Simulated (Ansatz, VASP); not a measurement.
# Two plane-wave programs on Sr3Ag

The input INCAR:

```
SYSTEM = Sr3Ag
  PREC = Accurate
  ENCUT = 600
  EDIFF = 1E-6
  ISMEAR = 0
  SIGMA = 0.1
  LREAL = .FALSE.
  LASPH = .TRUE.
  NELM = 80
  ALGO = Fast
  ISIF = 3
  LWAVE = .FALSE.
  LCHARG = .FALSE.
  GGA = PE
  IBRION = 2
  NSW = 100
  EDIFFG = -0.01
```

File KPOINTS:

```
regular mesh
0
G
  8 8 8
  0 0 0
```

File POSCAR:

```
Sr3Ag
1.0
    5.4908750000      0.0000000000      0.0000000000
    0.0000000000      5.4908750000      0.0000000000
    0.0000000000      0.0000000000      5.4908750000
Sr Ag
3 1
Direct
    0.0000000000      0.5000000000      0.5000000000
    0.5000000000      0.0000000000      0.5000000000
    0.5000000000      0.5000000000      0.0000000000
    0.0000000000      0.0000000000      0.0000000000
```

Input for Ansatz:

```yaml
crystal:
  lattice:
    - [5.490875, 0.0, 0.0]
    - [0.0, 5.490875, 0.0]
    - [0.0, 0.0, 5.490875]
  atoms:
    - { symbol: Sr, position: [0.0, 0.5, 0.5] }
    - { symbol: Sr, position: [0.5, 0.0, 0.5] }
    - { symbol: Sr, position: [0.5, 0.5, 0.0] }
    - { symbol: Ag, position: [0.0, 0.0, 0.0] }
basis:
  ecutwfc: 420
kpoints:
  mp_grid: { grid: [8, 8, 8] }
hamiltonian:
  xc: pbe
scf:
  occupations: { method: gaussian, width: 0.1 }
output:
  forces: true
  stress: true
  eigenvalues: true
relax:
  adjacent_minimum: "off"
  f_tol: 0.01
  max_steps: 80
  cell: { stress_tol: 0.05 }
```

Alike in both runs: task relaxation of cell and atoms; functional PBE; k mesh 8 × 8 × 8; occupations gaussian, width 0.1 eV; no spin polarisation.

|  | VASP | Ansatz |
| --- | --- | --- |
| version | VASP 6.6.1 | Ansatz 0.2.0 |
| potentials or method | VASP PAW PBE potentials, release 64 (Sr_sv, Ag), cutoff 600 eV | scalar-relativistic, plane waves, PAW |
| valence electrons in the cell | 41 | 49 |

Ansatz gave:

```
gap on the k mesh at the Fermi level, each at its own relaxed structure (eV) : none
relaxed volume (Å³/atom)                                                     : 41.03
relaxed cell length with the largest relative difference (Å)                 : 5.475
```

**Question.** Which values does VASP return?

**Answer.** gap on the k mesh at the Fermi level, each at its own relaxed structure (eV): none; relaxed volume (Å³/atom): 41.16; relaxed cell length with the largest relative difference (Å): 5.481.

A gap of «none» marks a metal or a gap that the smearing closes. VASP's potentials hold 41 valence electrons a cell and Ansatz's 49, so a difference there can come from the potentials and not from the codes.
